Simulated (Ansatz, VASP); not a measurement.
**One calculation of Hf, two programs**

File INCAR:

```
PREC     = Accurate       # precision mode
ENCUT    = 600            # plane-wave cutoff, eV
EDIFF    = 1E-6           # SCF threshold, eV
ISMEAR   = -1             # smearing method
SIGMA    = 0.1            # smearing width, eV
LREAL    = False          # projectors in reciprocal space
LASPH    = True           # aspherical terms in the spheres
NELM     = 60             # most SCF steps
ALGO     = Normal         # electronic algorithm
ISIF     = 3              # what is computed and relaxed
LWAVE    = False          # write WAVECAR
LCHARG   = False          # write CHGCAR
GGA      = B5             # functional
ALDAX    = 1.0          
AGGAX    = 1.0          
AGGAC    = 1.0          
ALDAC    = 0.0          
IBRION   = 2              # ionic algorithm
NSW      = 80             # ionic steps
EDIFFG   = -0.01          # ionic threshold
```

KPOINTS

```
Automatic mesh
0
Gamma
  12 12 12
```

The input POSCAR:

```
Hf
1.0
   -1.7752869173      1.7752869173      1.7752869173
    1.7752869173     -1.7752869173      1.7752869173
    1.7752869173      1.7752869173     -1.7752869173
Hf
1
Direct
    0.0000000000      0.0000000000      0.0000000000
```

Input for Ansatz:

```yaml
crystal:
  lattice:
    - [-1.7752869173, 1.7752869173, 1.7752869173]
    - [1.7752869173, -1.7752869173, 1.7752869173]
    - [1.7752869173, 1.7752869173, -1.7752869173]
  atoms:
    - { symbol: Hf, position: [0.0, 0.0, 0.0] }
hamiltonian:
  xc: blyp
  pseudopotentials:
    kind: paw
    azcp:
      Hf: "pseudopotentials/Hf.paw.azcp"
basis:
  ecutwfc: 420
  fft_grid_basis: typed
kpoints:
  mp_grid: { grid: [12, 12, 12], shift: [0, 0, 0] }
magnetization:
  spin_polarized: false
scf:
  occupations: { method: fermi_dirac, width: 0.1 }
relax:
  max_steps: 60
  f_tol: 0.01
  cell: {}
```

Alike in both runs: task relaxation of cell and atoms; functional BLYP; k mesh 12 × 12 × 12; occupations fermi-dirac, width 0.1 eV; no spin polarisation.

```csv
,VASP,Ansatz
version,VASP 6.6.1,Ansatz 0.2.0
potentials or method,"VASP PAW PBE potentials, release 64 (Hf_pv), cutoff 600 eV","plane waves (420 eV) with PAW, scalar-relativistic"
valence electrons in the cell,10,26
```

```csv
,VASP,Ansatz,Ansatz less VASP
relaxed volume (Å³/atom),22.91,22.90,-0.011
relaxed cell length with the largest relative difference (Å),3.099,3.099,-0.0005
```

VASP's potentials were made for PBE, not for BLYP. VASP's potentials hold 10 valence electrons a cell and Ansatz's 26, so a difference there can come from the potentials and not from the codes.

Spin-orbit coupling is off throughout.
